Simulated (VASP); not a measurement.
In8SbAs7, 16 atoms in the cell. Symmetry: F-43m, No. 216, cubic system. The conventional cell has a = 12.285 Å, b = 12.285 Å, c = 12.285 Å, α = 90.00°, β = 90.00°, γ = 90.00°. Within 3.5 Å of In (site symmetry 3m) lie 3 As at 2.63 Å and 1 Sb at 2.75 Å. Within 3.5 Å of In (site symmetry 3m) lie 4 As at 2.65 to 2.66 Å. Within 3.6 Å of Sb (site symmetry -43m) lie 4 In at 2.75 Å. As (site symmetry 2mm) has 4 In at 2.63 to 2.66 Å within 3.5 Å. Within 3.5 Å of As (site symmetry -43m) lie 4 In at 2.65 Å. 

| Property | Result |
| --- | --- |
| Program | VASP 6.6.1 |
| Task | single point |
| Functional | PBEsol |
| Potentials or basis | VASP PAW PBE potentials, release 64 (In_d, Sb, As) |
| Cutoff | 500 eV |
| k mesh | 6 × 6 × 6 |
| Occupations | gaussian, width 0.1 eV |
| Spin | no spin polarisation |
| Dipole correction | no |
| Further INCAR settings | ALGO = Normal; EDIFF = 1e-06; NBANDS = 86 |

Potentials or basis: VASP PAW PBE potentials, release 64 (In_d, Sb, As).

Run with:

```sh
$ cat potpaw_PBE.64/In_d/POTCAR potpaw_PBE.64/Sb/POTCAR potpaw_PBE.64/As/POTCAR > POTCAR
$ mpirun -np 1 vasp_std > vasp.out
```

Hardware: 1 thread of Oxide Virtual Turin-like Processor, with other jobs on the host.

Question: How long does it take, and how much memory?

Answer: Wall time 24 min on 1 thread of Oxide Virtual Turin-like Processor, with other jobs on the host, peak memory 0.84 GiB. Counts: scf iterations 15, k points 16.
